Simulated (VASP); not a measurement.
A run of VASP 6.6.1 is set up as follows.

The input POSCAR:

```
Ru
1.0
    2.7058000000      0.0000000000      0.0000000000
   -1.3529000000      2.3432915400      0.0000000000
    0.0000000000      0.0000000000      4.2819000000
Ru
2
Direct
    0.3333333300      0.6666666700      0.2500000000
    0.6666666700      0.3333333300      0.7500000000
```

INCAR.step1

```
SYSTEM = Ru
ALGO = Normal
EDIFF = 1E-5
ENCUT = 620
GGA = PE
GGA_COMPAT = .FALSE.
ISMEAR = -1
LASPH = .TRUE.
LCHARG = .FALSE.
LREAL = .FALSE.
LWAVE = .TRUE.
NBANDS = 23
NELM = 120
PREC = Accurate
SIGMA = 0.3
```

The input INCAR.step2:

```
SYSTEM = Ru
ALGO = Normal
EDIFF = 1E-6
ENCUT = 620
GGA_COMPAT = .FALSE.
ISIF = 2
ISMEAR = -1
ISTART = 1
LASPH = .TRUE.
LCHARG = .FALSE.
LMIXTAU = .TRUE.
LREAL = .FALSE.
LWAVE = .FALSE.
METAGGA = R2SCAN
NBANDS = 23
NELM = 120
PREC = Accurate
SIGMA = 0.3
```

The input KPOINTS:

```
k-points
0
G
  14 14 8
  0 0 0
```

Potentials or basis: VASP PAW PBE potentials, release 64 (Ru_sv).

Command:

```console
$ cat potpaw_PBE.64/Ru_sv/POTCAR > POTCAR
$ cp INCAR.step1 INCAR
$ mpirun -np 1 vasp_std > vasp.out
$ cp INCAR.step2 INCAR
$ mpirun -np 1 vasp_std > vasp.out
```

Q: Predict the band gap on the k mesh.

A: Zero (bands 16 and 17 overlap by 3.27 eV).

Q: Predict the pressure.

A: 0.5 GPa.

Stress tensor (GPa, compression positive):
```
 0.73  0.00  0.00
 0.00  0.73  0.00
 0.00  0.00 -0.05
```

Caveat: so wide a smearing shifts energies and pressures; the PAW data sets were made with another functional, which shifts forces and pressure a little.
